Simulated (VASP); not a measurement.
# Os (Fm-3m) in VASP: further runs

Runs on Os. Level: LDA. Tasks: single point.

Program: VASP 6.6.1. These are calculated values, not measurements. Logs are shortened: lines on timing, memory, paths and dates and some standing lists are left out, and cuts for length are marked.

### Step 1. The cell of the first run

It takes space group Fm-3m (No. 225, cubic). The conventional cell has a = 3.777 Å, b = 3.777 Å, c = 3.777 Å, α = 90.00°, β = 90.00°, γ = 90.00°. Os (site symmetry m-3m) has 12 Os at 2.67 Å within 3.5 Å.

This isn't the form of Os at room conditions, which is hcp.

### Step 2. Single point, LDA

Contents of INCAR:

```
  ALGO = Normal
  EDIFF = 1E-6
  ENCUT = 560
  GGA = CA
  GGA_COMPAT = False
  ISIF = 2
  ISMEAR = -1
  LASPH = True
  LCHARG = False
  LREAL = False
  LWAVE = False
  NBANDS = 14
  NELM = 120
  PREC = Accurate
  SIGMA = 0.05
```

Contents of KPOINTS:

```
k-points
0
Gamma
  10 10 10
```

Contents of POSCAR:

```
Os
1.0
    0.0000000000      1.8883983096      1.8883983096
    1.8883983096      0.0000000000      1.8883983096
    1.8883983096      1.8883983096      0.0000000000
Os
1
Direct
    0.0000000000      0.0000000000      0.0000000000
```

Potentials or basis: VASP PAW LDA potentials, release 64 (Os_sv_GW).

On the command line:

```sh
$ cat potpaw_LDA.64/Os_sv_GW/POTCAR > POTCAR
$ mpirun -np 1 vasp_std > vasp.out
```

OUTCAR:

```text
EDIFF = 1E-6
   ENCUT = 560
   GGA = CA
   ISIF = 2
   ISMEAR = -1
   LASPH = True
   LREAL = False
   NELM = 120
   PREC = Accurate

 ion  position               nearest neighbor table
   1  0.000  0.000  0.000-

  LATTYP: Found a face centered cubic cell.
 ALAT       =     3.7767966192

  Lattice vectors:

 A1 = (   0.0000000000,   1.8883983096,   1.8883983096)
 A2 = (   1.8883983096,   0.0000000000,   1.8883983096)
 A3 = (   1.8883983096,   1.8883983096,   0.0000000000)

Analysis of symmetry for initial positions (statically):
=====================================================================
 Subroutine PRICEL returns:
 Original cell was already a primitive cell.

 Routine SETGRP: Setting up the symmetry group for a
 face centered cubic supercell.

 Subroutine GETGRP returns: Found 48 space group operations
 (whereof 48 operations were pure point group operations)
 out of a pool of 48 trial point group operations.

The static configuration has the point symmetry O_h .

Analysis of symmetry for dynamics (positions and initial velocities):
=====================================================================
 Subroutine PRICEL returns:
 Original cell was already a primitive cell.

 Routine SETGRP: Setting up the symmetry group for a
 face centered cubic supercell.

 Subroutine GETGRP returns: Found 48 space group operations
 (whereof 48 operations were pure point group operations)
 out of a pool of 48 trial point group operations.

The dynamic configuration has the point symmetry O_h .

 Subroutine INISYM returns: Found 48 space group operations
 (whereof 48 operations are pure point group operations),
 and found     1 'primitive' translations

----------------------------------------------------------------------------------------

                                     Primitive cell

  volume of cell :      13.4682

  direct lattice vectors                    reciprocal lattice vectors
     0.000000000  1.888398310  1.888398310    -0.264774649  0.264774649  0.264774649
     1.888398310  0.000000000  1.888398310     0.264774649 -0.264774649  0.264774649
     1.888398310  1.888398310  0.000000000     0.264774649  0.264774649 -0.264774649

  length of vectors
     2.670598501  2.670598501  2.670598501     0.458603145  0.458603145  0.458603145

  position of ions in fractional coordinates (direct lattice)
     0.000000000  0.000000000  0.000000000

  ion indices of the primitive-cell ions
   primitive index   ion index
                 1           1

----------------------------------------------------------------------------------------

 KPOINTS: k-points

Automatic generation of k-mesh.
 Grid dimensions read from file:
 generate k-points for:   10   10   10

 Generating k-lattice:

  Cartesian coordinates                     Fractional coordinates (reciprocal lattice)
    -0.026477465  0.026477465  0.026477465     0.100000000  0.000000000  0.000000000
     0.026477465 -0.026477465  0.026477465     0.000000000  0.100000000  0.000000000
     0.026477465  0.026477465 -0.026477465     0.000000000  0.000000000  0.100000000

  Length of vectors
     0.045860314  0.045860314  0.045860314

  Shift w.r.t. Gamma in fractional coordinates (k-lattice)
     0.000000000  0.000000000  0.000000000

 Subroutine IBZKPT returns following result:
 ===========================================

 Found     47 irreducible k-points:

 Following reciprocal coordinates:
            Coordinates               Weight
  0.000000  0.000000  0.000000      1.000000
  0.100000  0.000000  0.000000      8.000000
  0.200000  0.000000  0.000000      8.000000
  0.300000  0.000000  0.000000      8.000000
  0.400000  0.000000  0.000000      8.000000
  0.500000  0.000000  0.000000      4.000000
[... 16 lines left out ...]
  0.300000  0.300000  0.000000      6.000000
  0.400000  0.300000  0.000000     24.000000
 [... further k-points ...]
   k-points           NKPTS =     47   k-points in BZ     NKDIM =     47   number of bands    NBANDS=     14
   number of dos      NEDOS =    301   number of ions     NIONS =      1
   total plane-waves  NPLWV =  13824
   dimension x,y,z NGX =    24 NGY =   24 NGZ =   24
   dimension x,y,z NGXF=    48 NGYF=   48 NGZF=   48
   ions per type =               1
   NGX,Y,Z   is equivalent  to a cutoff of  14.94, 14.94, 14.94 a.u.
   NGXF,Y,Z  is equivalent  to a cutoff of  29.88, 29.88, 29.88 a.u.
 SYSTEM =  unknown system
   PREC   = accura    normal or accurate (medium, high low for compatibility)
   ISTART =      0    job   : 0-new  1-cont  2-samecut
   ICHARG =      2    charge: 1-file 2-atom 10-const
   ISPIN  =      1    spin polarized calculation?
   LNONCOLLINEAR =      F non collinear calculations
   LSORBIT =      F    spin-orbit coupling
   LASPH  =      T    aspherical Exc in radial PAW
   ENCUT  =  560.0 eV  41.16 Ry    6.42 a.u.   5.15  5.15  5.15*2*pi/ulx,y,z
   NELM   =    120;   NELMIN=  2; NELMDL= -5     # of ELM steps
   EDIFF  = 0.1E-05   stopping-criterion for ELM
   LREAL  =      F    real-space projection
   EDIFFG = 0.1E-04   stopping-criterion for IOM
   NSW    =      0    number of steps for IOM
   IBRION =     -1    ionic relax: 0-MD 1-quasi-New 2-CG
   NFREE  =      0    steps in history (QN), initial steepest desc. (CG)
   ISIF   =      2    stress and relaxation
   ISYM   =      2    0-nonsym 1-usesym 2-fastsym
   POTIM  = 0.5000    time-step for ionic-motion
   TEBEG  =    0.0;   TEEND  =   0.0 temperature during run
   PSTRESS=    0.0 pullay stress
   NELECT =      16.0000    total number of electrons
   NUPDOWN=      -1.0000    fix difference up-down
   EMIN   =  10.00;   EMAX   =-10.00  energy-range for DOS
   EFERMI =   0.00;   METHOD = LEGACY
   ISMEAR =    -1;   SIGMA  =   0.05  broadening in eV -4-tet -1-fermi 0-gaus
   EFERMI_NEDOS =   21; number of points for ismear=-14 and -15
   IALGO  =     38    algorithm
   IMIX   =      4    mixing-type and parameters
     AMIX     =   0.40;   BMIX     =  1.00
     AMIX_MAG =   1.60;   BMIX_MAG =  1.00
  volume/ion in A,a.u.               =      13.47        90.89
  Fermi-wavevector in a.u.,A,eV,Ry     =   1.733849  3.276499 40.902265  3.006232
  Thomas-Fermi vector in A             =   2.807757
   LORBIT       =      0    0 simple, 1 ext, 2 COOP (PROOUT), +10 PAW based schemes
   GGA     = CA    functional components
   LHFCALC =     F    Hartree Fock is set to
   AEXX    =    0.0000 exact exchange contribution
   IVDW    =     0    specifies the selected vdW correction
   LEPSILON=     F    determine dielectric tensor
   LRPA    =     F    only Hartree local field effects (RPA)
 non-spin polarized calculation
  energy-cutoff  :      560.00
  volume of cell :       13.47
 maximum number of plane-waves:       414
 NGX is ok and might be reduce to    24
   NGX = 11   NGY = 11   NGZ = 11

 number of electron      16.0000001 magnetization

 Free energy of the ion-electron system (eV)
  ---------------------------------------------------
  ext. energy  EPLUGINS =         0.00000000
  ---------------------------------------------------
  free energy    TOTEN  =       -13.61992472 eV

  energy without entropy =      -13.60839404  energy(sigma->0) =      -13.61415938

 E-fermi :  14.2070     XC(G=0): -15.0496

 val. band max:       14.1974386024   @ k =   0.3000   0.1000   0.0000
 cond. band min:      14.2311110897   @ k =   0.0000   0.0000   0.0000
 fundamental gap:      0.0336724873
 Fermi energy:        14.2069578991

 k-point     1 :       0.0000    0.0000    0.0000
  band No.  band energies     occupation
      1     -71.9860      2.00000
      2     -31.0074      2.00000
      3     -31.0074      2.00000
      4     -31.0074      2.00000
      5       3.0590      2.00000
      6      10.9613      2.00000
      7      10.9613      2.00000
      8      10.9613      2.00000
      9      14.2311      0.76306
     10      14.2311      0.76306
     11      27.4626      0.00000
     12      33.4164      0.00000
     13      33.4164      0.00000
     14      33.4164      0.00000

 k-point     2 :       0.1000    0.0000    0.0000
  band No.  band energies     occupation
      1     -71.9740      2.00000
      2     -31.1332      2.00000
      3     -31.0238      2.00000
      4     -31.0238      2.00000
      5       3.5455      2.00000
      6      10.6780      2.00000
      7      11.1720      2.00000
      8      11.1720      2.00000
      9      14.0788      1.85679
     10      14.0788      1.85679
     11      28.3505      0.00000
     12      31.7428      0.00000
     13      34.2890      0.00000
     14      34.2890      0.00000

 k-point     3 :       0.2000    0.0000    0.0000
  band No.  band energies     occupation
      1     -71.9433      2.00000
      2     -31.4574      2.00000
      3     -31.0666      2.00000
      4     -31.0666      2.00000
      5       4.7764      2.00000
      6      10.2494      2.00000
      7      11.4891      2.00000
      8      11.4891      2.00000
      9      14.0623      1.89496
     10      14.0623      1.89496
     11      28.8843      0.00000
     12      30.8759      0.00000
     13      36.6899      0.00000
     14      36.6899      0.00000

 k-point     4 :       0.3000    0.0000    0.0000
  band No.  band energies     occupation
      1     -71.9055      2.00000
      2     -31.8445      2.00000
      3     -31.1189      2.00000
      4     -31.1189      2.00000
      5       5.8845      2.00000
      6      10.7603      2.00000
      7      11.3147      2.00000
      8      11.3147      2.00000
      9      14.9282      0.00000
     10      14.9282      0.00000
     11      26.9152      0.00000
     12      31.0162      0.00000
     13      38.7874      0.00000
     14      38.7888      0.00000

 k-point     5 :       0.4000    0.0000    0.0000
  band No.  band energies     occupation
      1     -71.8749      2.00000
      2     -32.1470      2.00000
      3     -31.1612      2.00000
      4     -31.1612      2.00000
      5       6.1325      2.00000
      6      10.9510      2.00000
      7      10.9510      2.00000
      8      12.7005      2.00000
      9      16.1920      0.00000
     10      16.1920      0.00000
     11      25.0245      0.00000
[... 276 lines left out ...]
 k-point    22 :      -0.2000    0.2000    0.0000
  band No.  band energies     occupation
      1     -71.8925      2.00000
      2     -31.7828      2.00000
      3     -31.3628      2.00000
      4     -31.1131      2.00000
      5       7.0349      2.00000
      6       9.5051      2.00000
      7      10.8151      2.00000
      8      12.5777      2.00000
      9      12.9613      2.00000
     10      17.1245      0.00000
     11      28.6638      0.00000
     12      32.7627      0.00000
     13      32.9125      0.00000
     14      34.6907      0.00000

 k-point    23 :       0.3000    0.3000    0.0000
  band No.  band energies     occupation
      1     -71.8794      2.00000
      2     -31.8041      2.00000
      3     -31.3085      2.00000
      4     -31.3085      2.00000
      5       6.7131      2.00000
      6       7.9946      2.00000
      7      12.1538      2.00000
      8      14.2852      0.34565
      9      14.2852      0.34565
     10      15.7895      0.00000
     11      31.8098      0.00000
     12      31.8098      0.00000
     13      32.8240      0.00000
     14      36.0212      0.00000

 k-point    24 :       0.4000    0.3000    0.0000
  band No.  band energies     occupation
      1     -71.8551      2.00000
      2     -31.9668      2.00000
      3     -31.4000      2.00000
      4     -31.3593      2.00000
      5       6.9341      2.00000
      6       7.7517      2.00000
      7      12.2913      2.00000
      8      14.5538      0.00194
      9      16.4215      0.00000
     10      16.6516      0.00000
     11      28.2885      0.00000
     12      30.3512      0.00000
     13      31.9113      0.00000
     14      36.6338      0.00000

 [... further k-points ...]

------------------------ aborting loop because EDIFF is reached ----------------------------------------

  FORCE on cell =-STRESS in cart. coord.  units (eV):
  Direction    XX          YY          ZZ          XY          YZ          ZX
  --------------------------------------------------------------------------------------
  -------------------------------------------------------------------------------------
  Total        0.8948263      0.8948263      0.8948263      0.0000000     -0.0000000      0.0000000
  in kB      106.4482502    106.4482502    106.4482502      0.0000000     -0.0000000      0.0000000
  external PRESSURE =     106.4482502 kB  Pullay stress =       0.0000000 kB

 VOLUME and BASIS-vectors are now :
 -----------------------------------------------------------------------------
  energy-cutoff  :      560.00
  volume of cell :       13.47
      direct lattice vectors                 reciprocal lattice vectors
     0.000000000  1.888398310  1.888398310    -0.264774649  0.264774649  0.264774649
     1.888398310  0.000000000  1.888398310     0.264774649 -0.264774649  0.264774649
     1.888398310  1.888398310  0.000000000     0.264774649  0.264774649 -0.264774649

 POSITION                                       TOTAL-FORCE (eV/Angst)
 -----------------------------------------------------------------------------------
      0.00000      0.00000      0.00000         0.000000      0.000000      0.000000
 -----------------------------------------------------------------------------------
    total drift:                               -0.000000      0.000000     -0.000000

  FREE ENERGIE OF THE ION-ELECTRON SYSTEM (eV)
  ---------------------------------------------------
  free  energy   TOTEN  =       -13.6199247171 eV

  energy  without entropy=      -13.6083940436  energy(sigma->0) =      -13.61415938
```

Wall time 9.9 s (1 thread of AMD EPYC 7R13 (Zen 3), shared host); peak memory 0.11 GiB.

Results:

| Property | Result |
| --- | --- |
| Free energy | -13.6199 eV |
| Pressure | 10.6 GPa |
| Band gap on the k mesh | zero (bands 8 and 9 overlap by 4.28 eV) |

Levels at points of the mesh, in eV from the Fermi level:
| k point | band 5 | band 6 | band 7 | band 8 | band 9 | band 10 | band 11 | band 12 |
| --- | --- | --- | --- | --- | --- | --- | --- | --- |
| (0.00, 0.00, 0.00) | -11.15 | -3.25 | -3.25 | -3.25 | 0.02 | 0.02 | 13.26 | 19.21 |
| (0.50, 0.00, 0.00) | -8.10 | -3.41 | -3.41 | -0.16 | 2.60 | 2.60 | 9.51 | 12.97 |
| (0.50, 0.50, 0.00) | -8.05 | -7.34 | 2.50 | 2.58 | 3.34 | 3.34 | 12.22 | 12.22 |

Caveat: the cell stands under pressure; spin-orbit coupling is left out, which moves the levels of the heavy elements.

### Step 3. Single point, LDA

This run uses another cell than the first one, of 13.61 Å³/atom.

Contents of INCAR:

```
SYSTEM = Os
ALGO = Normal
EDIFF = 1E-6
ENCUT = 560
GGA = CA
GGA_COMPAT = .FALSE.
ISIF = 2
ISMEAR = -1
LASPH = .TRUE.
LCHARG = .FALSE.
LREAL = .FALSE.
LWAVE = .FALSE.
NBANDS = 14
NELM = 120
PREC = Accurate
SIGMA = 0.05
```

Contents of KPOINTS:

```
k-points
0
G
  10 10 10
  0 0 0
```

Contents of POSCAR:

```
Os
1.0
    0.0000000000      1.8950311887      1.8950311887
    1.8950311887      0.0000000000      1.8950311887
    1.8950311887      1.8950311887      0.0000000000
Os
1
Direct
    0.0000000000      0.0000000000      0.0000000000
```

Potentials or basis: VASP PAW LDA potentials, release 64 (Os_sv_GW).

On the command line:

```sh
$ cat potpaw_LDA.64/Os_sv_GW/POTCAR > POTCAR
$ mpirun -np 1 vasp_std > vasp.out
```

Wall time 5.4 s (1 thread of Intel Xeon Platinum 8488C (Sapphire Rapids), shared host); peak memory 0.13 GiB.

The run converged. Its results:

- Free energy: -13.6288 eV
- Pressure: 5.6 GPa
- Band gap on the k mesh: zero (bands 8 and 9 overlap by 4.21 eV)

Levels at points of the mesh, in eV from the Fermi level:
```tsv
k point	band 6	band 7	band 8	band 9	band 10	band 11
(0.00, 0.00, 0.00)	-3.20	-3.20	-3.20	0.02	0.02	13.28
(0.50, 0.00, 0.00)	-3.36	-3.36	-0.16	2.56	2.56	9.37
(0.50, 0.50, 0.00)	-7.23	2.47	2.53	3.28	3.28	12.15
```

Caveat: the cell stands under pressure; spin-orbit coupling is left out, which moves the levels of the heavy elements.

### Step 4. Single point, LDA

This run uses another cell than the first one, of 13.21 Å³/atom.

Contents of INCAR:

```
PREC = Accurate
ENCUT = 560
EDIFF = 1E-6
ISMEAR = -1
SIGMA = 0.05
LREAL = False
LASPH = True
NELM = 120
ALGO = Normal
ISIF = 2
LWAVE = False
LCHARG = True
GGA = CA
LELF = True
LVHAR = True
NBANDS = 14
GGA_COMPAT = False
```

Contents of KPOINTS:

```
Automatic mesh
0
Gamma
  10 10 10
```

Contents of POSCAR:

```
Os
1.0
    0.0000000000      1.8760466664      1.8760466664
    1.8760466664      0.0000000000      1.8760466664
    1.8760466664      1.8760466664      0.0000000000
Os
1
Direct
    0.0000000000      0.0000000000      0.0000000000
```

On the command line:

```sh
$ cat potpaw_LDA.64/Os_sv_GW/POTCAR > POTCAR
$ mpirun -np 1 vasp_std > vasp.out
```

Run time: 5.3 s. Hardware: 1 thread of Intel Xeon Platinum 8559C (Emerald Rapids), shared host; peak memory 0.12 GiB.

It converged, with:

```
Free energy            : -13.5914 eV
Pressure               : 20.8 GPa
Band gap on the k mesh : zero (bands 8 and 9 overlap by 4.42 eV)
```

Levels at points of the mesh, in eV from the Fermi level:
```csv
k point,band 5,band 6,band 7,band 8,band 9,band 10,band 11,band 12
"(0.00, 0.00, 0.00)",-11.32,-3.34,-3.34,-3.34,0.03,0.03,13.21,19.28
"(0.50, 0.00, 0.00)",-8.29,-3.51,-3.51,-0.15,2.69,2.69,9.79,12.94
"(0.50, 0.50, 0.00)",-8.27,-7.54,2.57,2.66,3.45,3.45,12.35,12.35
```

Caveat: the cell stands under pressure; spin-orbit coupling is left out, which moves the levels of the heavy elements.

### Step 5. Summary

```csv
cell,gap on the mesh (eV),pressure (GPa)
"a = 2.671 Å, angles 60.0°, 1 atom",none,10.6
"a = 2.680 Å, angles 60.0°, 1 atom",none,5.6
"a = 2.653 Å, angles 60.0°, 1 atom",none,20.8
```

Alike in all rows: task single point; level LDA; potentials or basis VASP PAW LDA potentials, release 64 (Os_sv_GW); no spin polarisation; k mesh 10 × 10 × 10; cutoff (eV) 560; smearing fermi-dirac 0.05 eV.

Caveats: the cell stands under pressure; spin-orbit coupling is left out, which moves the levels of the heavy elements.

Absolute energies hang on the potentials; compare differences alone.

The gap in the log of VASP goes by the Fermi energy; the results here count the filled bands.